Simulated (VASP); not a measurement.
The system is CuO.

```
CELL_PARAMETERS angstrom
2.32613 -1.69981 0.00000
2.32613 1.69981 0.00000
-0.84432 0.00000 5.02392
ATOMIC_POSITIONS crystal
Cu 0.50000 0.00000 0.50000
Cu 0.00000 0.50000 0.00000
O 0.41840 0.58160 0.75000
O 0.58160 0.41840 0.25000
```

Base run:

* Program: VASP 6.6.1
* Functional: LDA
* Potentials or basis: VASP PAW LDA potentials, release 64 (Cu, O)
* Cutoff: 520 eV
* k mesh: 10 × 10 × 5
* Occupations: fermi-dirac, width 0.05 eV
* Spin: no spin polarisation

Its results: band gap on the k mesh zero (bands 17 and 18 overlap by 0.61 eV); pressure -5.3 GPa; largest force 0.363 eV/Å.

Question: The run is repeated on the same cell with these changes: functional from LDA to PBEsol; potentials or basis from VASP PAW LDA potentials, release 64 (Cu, O) to VASP PAW PBE potentials, release 64 (Cu, O). What comes out?

Answer: Band gap on the k mesh zero (bands 17 and 18 overlap by 0.61 eV); pressure 1.7 GPa; largest force 0.256 eV/Å.

Caveats: semilocal functionals often make such compounds metallic where correlation or magnetic order opens a gap, which also shifts bond lengths; the cell stands under tension (at least some runs); the PAW data sets were made with another functional, which shifts forces and pressure a little (at least some runs).
